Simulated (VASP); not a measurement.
# C (Imma) in VASP: further runs, part 2 of 2

VASP 6.6.1.

**3. Single point, PBE**

Contents of INCAR:

```
PREC = Accurate
ENCUT = 600
EDIFF = 1E-6
ISMEAR = 0
SIGMA = 0.02
LREAL = False
LASPH = True
NELM = 120
ALGO = Normal
ISIF = 2
LWAVE = False
LCHARG = True
GGA = PE
LELF = True
LVHAR = True
NBANDS = 16
GGA_COMPAT = False
```

Contents of KPOINTS:

```
regular mesh
0
Gamma
  10 6 10
```

Contents of POSCAR:

```
C
1.0
    2.5442563774      0.0000000000      0.0000000000
    0.0000000000      3.5981218750      0.0000000000
    0.0000000000      0.0000000000      2.5031657302
C
4
Direct
    0.0000000000      0.0000000000      0.0000000000
    0.5000000000      0.5000000000      0.5000000000
    0.0000000000      0.2500000000      0.5000000000
    0.5000000000      0.7500000000      0.0000000000
```

Potentials or basis: VASP PAW PBE potentials, release 64 (C).

Run with:

```console
> cat potpaw_PBE.64/C/POTCAR > POTCAR
> mpirun -np 1 vasp_std > vasp.out
```

OUTCAR:

```text
PREC = Accurate
   ENCUT = 600
   EDIFF = 1E-6
   ISMEAR = 0
   LREAL = False
   LASPH = True
   NELM = 120
   ISIF = 2
   GGA = PE

 ion  position               nearest neighbor table
   1  0.000  0.000  0.000-   3 1.54   3 1.54   4 1.56   4 1.56
   2  0.500  0.500  0.500-   4 1.54   4 1.54   3 1.56   3 1.56
   3  0.000  0.250  0.500-   1 1.54   1 1.54   2 1.56   2 1.56
   4  0.500  0.750  0.000-   2 1.54   2 1.54   1 1.56   1 1.56

  LATTYP: Found a simple orthorhombic cell.
 ALAT       =     2.5031657302
 B/A-ratio  =     1.0164154721
 C/A-ratio  =     1.4374285456

  Lattice vectors:

 A1 = (   0.0000000000,   0.0000000000,   2.5031657302)
 A2 = (   2.5442563774,   0.0000000000,   0.0000000000)
 A3 = (   0.0000000000,   3.5981218750,   0.0000000000)

Analysis of symmetry for initial positions (statically):
=====================================================================
 Subroutine PRICEL returns following result:

  LATTYP: Found a body centered orthorhombic cell.
 ALAT       =     2.5031657302
 B/A-ratio  =     1.0164154721
 C/A-ratio  =     1.4374285456

  Lattice vectors:

 A1 = (  -1.2721281887,  -1.7990609375,  -1.2515828651)
 A2 = (   1.2721281887,  -1.7990609375,   1.2515828651)
 A3 = (  -1.2721281887,   1.7990609375,   1.2515828651)

   2 primitive cells build up your supercell.

 Routine SETGRP: Setting up the symmetry group for a
 simple orthorhombic supercell.

 Subroutine GETGRP returns: Found  8 space group operations
 (whereof  4 operations were pure point group operations)
 out of a pool of  8 trial point group operations.

The static configuration has the point symmetry C_2v.
 The point group associated with its full space group is D_2h.

Analysis of symmetry for dynamics (positions and initial velocities):
[... 134 lines left out ...]
   PSTRESS=    0.0 pullay stress
   NELECT =      16.0000    total number of electrons
   NUPDOWN=      -1.0000    fix difference up-down
   EMIN   =  10.00;   EMAX   =-10.00  energy-range for DOS
   EFERMI =   0.00;   METHOD = LEGACY
   ISMEAR =     0;   SIGMA  =   0.02  broadening in eV -4-tet -1-fermi 0-gaus
   EFERMI_NEDOS =   21; number of points for ismear=-14 and -15
   IALGO  =     38    algorithm
   IMIX   =      4    mixing-type and parameters
     AMIX     =   0.40;   BMIX     =  1.00
     AMIX_MAG =   1.60;   BMIX_MAG =  1.00
  volume/ion in A,a.u.               =       5.73        38.66
  Fermi-wavevector in a.u.,A,eV,Ry     =   1.452355  2.744553 28.699236  2.109334
  Thomas-Fermi vector in A             =   2.569746
   LORBIT       =      0    0 simple, 1 ext, 2 COOP (PROOUT), +10 PAW based schemes
   GGA     = PE    functional components
   LHFCALC =     F    Hartree Fock is set to
   AEXX    =    0.0000 exact exchange contribution
   IVDW    =     0    specifies the selected vdW correction
   LEPSILON=     F    determine dielectric tensor
   LRPA    =     F    only Hartree local field effects (RPA)
 non-spin polarized calculation
 Gauss-broadening in eV      SIGMA  =   0.02
  energy-cutoff  :      600.00
  volume of cell :       22.92
 maximum number of plane-waves:       780
   NGX = 11   NGY = 15   NGZ =  9

 number of electron      16.0000000 magnetization

 Free energy of the ion-electron system (eV)
  ---------------------------------------------------
  ext. energy  EPLUGINS =         0.00000000
  ---------------------------------------------------
  free energy    TOTEN  =       -36.36685629 eV

  energy without entropy =      -36.36685629  energy(sigma->0) =      -36.36685629

 E-fermi :   9.7614     XC(G=0): -13.2006

 val. band max:        9.6315926023   @ k =   0.0000   0.0000   0.0000
 cond. band min:      13.6693757959   @ k =   0.4000   0.0000   0.4000
 fundamental gap:      4.0377831936
 Fermi energy:         9.7614416458

 k-point     1 :       0.0000    0.0000    0.0000
  band No.  band energies     occupation
      1     -11.7592      2.00000
      2      -3.2865      2.00000
      3      -3.1014      2.00000
      4       3.2636      2.00000
      5       3.5917      2.00000
      6       9.4976      2.00000
[... 433 lines left out ...]
      3      -3.6694      2.00000
      4      -3.6694      2.00000
      5       6.8254      2.00000
      6       6.8254      2.00000
[... 8 lines left out ...]
     15      25.1986      0.00000
     16      25.1986      0.00000

 [... further k-points ...]
[... 5 lines left out ...]
  --------------------------------------------------------------------------------------
  -------------------------------------------------------------------------------------
  Total       -1.2888651     -1.0824874      1.3230272      0.0000000      0.0000000      0.0000000
  in kB      -90.1138807    -75.6845267     92.5024051      0.0000000      0.0000000      0.0000000
  external PRESSURE =     -24.4320008 kB  Pullay stress =       0.0000000 kB

 VOLUME and BASIS-vectors are now :
 -----------------------------------------------------------------------------
  energy-cutoff  :      600.00
  volume of cell :       22.92
      direct lattice vectors                 reciprocal lattice vectors
     2.544256377  0.000000000  0.000000000     0.393042151  0.000000000  0.000000000
     0.000000000  3.598121875  0.000000000     0.000000000  0.277922770  0.000000000
     0.000000000  0.000000000  2.503165730     0.000000000  0.000000000  0.399494124

 POSITION                                       TOTAL-FORCE (eV/Angst)
 -----------------------------------------------------------------------------------
      0.00000      0.00000      0.00000         0.000000     -0.041832      0.000000
      1.27213      1.79906      1.25158         0.000000     -0.041832      0.000000
      0.00000      0.89953      1.25158         0.000000      0.041832     -0.000000
      1.27213      2.69859      0.00000        -0.000000      0.041832     -0.000000
 -----------------------------------------------------------------------------------
    total drift:                                0.000000      0.000000     -0.000000

  FREE ENERGIE OF THE ION-ELECTRON SYSTEM (eV)
  ---------------------------------------------------
  free  energy   TOTEN  =       -36.3668562937 eV

  energy  without entropy=      -36.3668562937  energy(sigma->0) =      -36.36685629
```

OSZICAR:

```text
N       E                     dE             d eps       ncg     rms          rms(c)
DAV:   1     0.246395207232E+02    0.24640E+02   -0.92434E+03  4608   0.111E+03
DAV:   2    -0.355670130780E+02   -0.60207E+02   -0.54885E+02  6624   0.191E+02
DAV:   3    -0.375975768705E+02   -0.20306E+01   -0.20230E+01  5368   0.301E+01
DAV:   4    -0.376052002810E+02   -0.76234E-02   -0.76226E-02  5544   0.229E+00
DAV:   5    -0.376052356114E+02   -0.35330E-04   -0.35330E-04  5240   0.140E-01    0.772E+00
DAV:   6    -0.366762190630E+02    0.92902E+00   -0.57408E-01  5168   0.477E+00    0.460E+00
DAV:   7    -0.363637430035E+02    0.31248E+00   -0.66413E-01  5560   0.533E+00    0.102E+00
DAV:   8    -0.363667454939E+02   -0.30025E-02   -0.13358E-02  5024   0.767E-01    0.581E-02
DAV:   9    -0.363668202723E+02   -0.74778E-04   -0.15828E-04  5784   0.938E-02    0.286E-02
DAV:  10    -0.363668564079E+02   -0.36136E-04   -0.30054E-05  4704   0.458E-02    0.648E-03
DAV:  11    -0.363668562937E+02    0.11418E-06   -0.40371E-07  4520   0.531E-03
   1 F= -.36366856E+02 E0= -.36366856E+02  d E =-.929681E-23
```

Wall time 56 s (1 thread of Intel Xeon 8259CL, shared host); peak memory 0.16 GiB.

Results:

- Free energy: -36.3669 eV
- Pressure: -2.4 GPa
- Largest force: 0.042 eV/Å
- Band gap on the k mesh: 4.04 eV

Forces on the atoms (eV/Å):
```
C    0.000 -0.042  0.000
C    0.000 -0.042  0.000
C    0.000  0.042  0.000
C    0.000  0.042  0.000
```

Caveat: the stress differs along the axes, from -9 to 9 GPa.

**4. Single point, PBE**

This run uses another cell than the first one, of 5.77 Å³/atom.

Contents of INCAR:

```
SYSTEM = C
  ALGO = Normal
  EDIFF = 1E-6
  ENCUT = 600
  GGA = PE
  GGA_COMPAT = .FALSE.
  ISIF = 2
  ISMEAR = 0
  LASPH = .TRUE.
  LCHARG = .FALSE.
  LREAL = .FALSE.
  LWAVE = .FALSE.
  NBANDS = 16
  NELM = 120
  PREC = Accurate
  SIGMA = 0.02
```

Contents of KPOINTS:

```
k-points
0
G
  10 6 10
  0 0 0
```

Contents of POSCAR:

```
C
1.0
    2.5442563774      0.0000000000      0.0000000000
    0.0000000000      3.5981218750      0.0000000000
    0.0000000000      0.0000000000      2.5230862783
C
4
Direct
    0.0000000000     -0.0000627863      0.0000000000
    0.5000000000      0.4999372137      0.5000000000
    0.0000000000      0.2500627863      0.5000000000
    0.5000000000      0.7500627863      0.0000000000
```

Run with:

```console
> cat potpaw_PBE.64/C/POTCAR > POTCAR
> mpirun -np 1 vasp_std > vasp.out
```

It took 64 s on 1 thread of Intel Xeon 8259CL, shared host; peak memory 0.16 GiB.

The run converged. Its results:

```
Free energy            : -36.3728 eV
Pressure               : -5.9 GPa
Band gap on the k mesh : 4.07 eV
```

Forces on the atoms (eV/Å):
```
C    0.000 -0.002  0.000
C    0.000 -0.002  0.000
C    0.000  0.002  0.000
C    0.000  0.002  0.000
```

Stress tensor (GPa, compression positive):
```
-9.13  0.00  0.00
 0.00 -8.43  0.00
 0.00  0.00 -0.01
```

Levels at points of the mesh, in eV from the valence-band top:
```tsv
k point	band 4	band 5	band 6	band 7	band 8	band 9	band 10	band 11	band 12	band 13
(0.00, 0.00, 0.00)	-6.26	-6.09	-0.07	-0.02	0.00	4.59	4.92	5.38	5.54	5.61
(0.50, 0.00, 0.00)	-8.64	-7.57	-7.57	-2.91	-2.91	7.97	7.97	9.91	9.91	12.07
(0.00, 0.50, 0.00)	-4.58	-4.12	-4.12	-3.97	-3.97	4.42	4.42	10.12	10.12	11.36
(0.50, 0.50, 0.00)	-13.20	-2.78	-2.78	-2.71	-2.71	8.24	8.24	8.46	8.46	8.73
(0.00, 0.00, 0.50)	-8.69	-7.52	-7.52	-2.98	-2.98	7.78	7.78	9.77	9.77	12.08
(0.50, 0.00, 0.50)	-12.65	-6.24	-6.24	-6.24	-6.24	4.66	4.66	4.66	4.66	16.51
(0.00, 0.50, 0.50)	-13.21	-2.86	-2.86	-2.78	-2.78	8.29	8.29	8.37	8.37	8.48
(0.50, 0.50, 0.50)	-11.89	-8.19	-8.19	-8.19	-8.19	10.45	10.45	10.45	10.45	11.99
```

Caveat: the stress differs along the axes, from -9 to -0 GPa.

**5. Single point, PBE**

This run uses another cell than the first one, of 5.77 Å³/atom.

Contents of INCAR:

```
PREC = Accurate
ENCUT = 600
EDIFF = 1E-6
ISMEAR = 0
SIGMA = 0.02
LREAL = F
LASPH = T
NELM = 120
ALGO = Normal
ISIF = 2
LWAVE = F
LCHARG = T
GGA = PE
LELF = T
LVHAR = T
NBANDS = 16
GGA_COMPAT = F
```

Contents of KPOINTS:

```
Automatic mesh
0
Gamma
  10 6 10
```

POSCAR is that of step 4.

Run with:

```console
> cat potpaw_PBE.64/C/POTCAR > POTCAR
> mpirun -np 1 vasp_std > vasp.out
```

Run time: 66 s. Hardware: 1 thread of Intel Xeon 8259CL, shared host; peak memory 0.16 GiB.

It converged, with:

```yaml
Free_energy: -36.3728 eV
Pressure: -5.9 GPa
Band_gap_on_the_k_mesh: 4.07 eV
```

Forces in eV/Å, atoms in the order of the input:
```
C    0.000 -0.002  0.000
C    0.000 -0.002  0.000
C    0.000  0.002  0.000
C    0.000  0.002  0.000
```

Stress tensor (GPa, compression positive):
```
-9.13  0.00  0.00
 0.00 -8.43  0.00
 0.00  0.00 -0.01
```

Levels at points of the mesh, in eV from the valence-band top:
| k point | band 6 | band 7 | band 8 | band 9 | band 10 | band 11 |
| --- | --- | --- | --- | --- | --- | --- |
| (0.00, 0.00, 0.00) | -0.07 | -0.02 | 0.00 | 4.59 | 4.92 | 5.38 |
| (0.50, 0.00, 0.00) | -7.57 | -2.91 | -2.91 | 7.97 | 7.97 | 9.91 |
| (0.00, 0.50, 0.00) | -4.12 | -3.97 | -3.97 | 4.42 | 4.42 | 10.12 |
| (0.50, 0.50, 0.00) | -2.78 | -2.71 | -2.71 | 8.24 | 8.24 | 8.46 |
| (0.00, 0.00, 0.50) | -7.52 | -2.98 | -2.98 | 7.78 | 7.78 | 9.77 |
| (0.50, 0.00, 0.50) | -6.24 | -6.24 | -6.24 | 4.66 | 4.66 | 4.66 |
| (0.00, 0.50, 0.50) | -2.86 | -2.78 | -2.78 | 8.29 | 8.29 | 8.37 |
| (0.50, 0.50, 0.50) | -8.19 | -8.19 | -8.19 | 10.45 | 10.45 | 10.45 |

Caveat: the stress differs along the axes, from -9 to -0 GPa. A k mesh can miss the band edges.

**6. Summary**

| cell | k mesh | smearing | gap on the mesh (eV) | pressure (GPa) | largest force (eV/Å) |
| --- | --- | --- | --- | --- | --- |
| a = 2.544, b = 3.598, c = 2.503 Å, 4 atoms | 8 × 6 × 8 | gaussian 0.1 eV | 4.00 | -2.4 | 0.04 |
| a = 2.544, b = 3.598, c = 2.503 Å, 4 atoms | 10 × 6 × 10 | gaussian 0.02 eV | 4.04 | -2.4 | 0.04 |
| a = 2.544, b = 3.598, c = 2.523 Å, 4 atoms | 10 × 6 × 10 | gaussian 0.02 eV | 4.07 | -5.9 | - |

Alike in all rows: task single point; level PBE; potentials or basis VASP PAW PBE potentials, release 64 (C); no spin polarisation; cutoff (eV) 600.

Caveats: the stress differs along the axes, from -9 to 9 GPa (at least some runs); the stress differs along the axes, from -9 to -0 GPa (at least some runs).

Absolute energies hang on the potentials; compare differences alone.
